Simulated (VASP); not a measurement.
Sb, 4 atoms in the cell. The cell holds a slab with vacuum, 4 atoms: a = 3.389 Å, b = 3.389 Å, c = 24.301 Å, α = 90.00°, β = 90.00°, γ = 120.00°. 

```yaml
Program: VASP 6.6.1
Task: single point
Functional: PBE
Potentials_or_basis: VASP PAW PBE potentials, release 64 (Sb)
Cutoff: 520 eV
k_mesh: 11 × 11 × 1
Occupations: fermi-dirac, width 0.1 eV
Spin: no spin polarisation
Dipole_correction: yes
Further_INCAR_settings: ALGO = Normal; EDIFF = 1e-06; NBANDS = 18
```

Potentials or basis: VASP PAW PBE potentials, release 64 (Sb).

Run with:

```sh
$ cat potpaw_PBE.64/Sb/POTCAR > POTCAR
$ mpirun -np 1 vasp_std > vasp.out
```

Hardware: 1 thread of Intel(R) Xeon(R) Platinum 8488C (Sapphire Rapids), on a shared host.

Task: Estimate the wall time of this run.

Result: It took 74 s on 1 thread of Intel(R) Xeon(R) Platinum 8488C (Sapphire Rapids) (shared host), peak memory 0.37 GiB. Counts: scf iterations 20, k points 16.
